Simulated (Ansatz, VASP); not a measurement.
## One calculation of Ge3N, two programs

```
Ge N
1.0
     4.09818    0.00000    0.00000
     0.00000    4.09818    0.00000
     0.00000    0.00000    4.09818
Ge N
3 1
Direct
  0.50000 0.50000 0.00000
  0.50000 0.00000 0.50000
  0.00000 0.50000 0.50000
  0.00000 0.00000 0.00000
```

Change from the starting cell: species swapped into the EuBi3 type (Pm-3m, No. 221).

Alike in both runs: task single point; functional PBE; k mesh 4 × 4 × 4; occupations gaussian, width 0.1 eV; no spin polarisation.

|  | VASP | Ansatz |
| --- | --- | --- |
| version | VASP 6.6.1 | Ansatz 0.2.0 |
| potentials or method | VASP PAW PBE potentials, release 64 (Ge_d, N), cutoff 520 eV | scalar-relativistic, plane waves, PAW |
| valence electrons in the cell | 47 | 47 |

|  | VASP | Ansatz | Ansatz less VASP |
| --- | --- | --- | --- |
| gap on the k mesh at the Fermi level (eV) | none | none | - |
| pressure (GPa) | -6.0 | -6.0 | -0.03 |

A gap of «none» marks a metal or a gap that the smearing closes.

The k mesh is coarse, so the values compare programs but aren't converged.
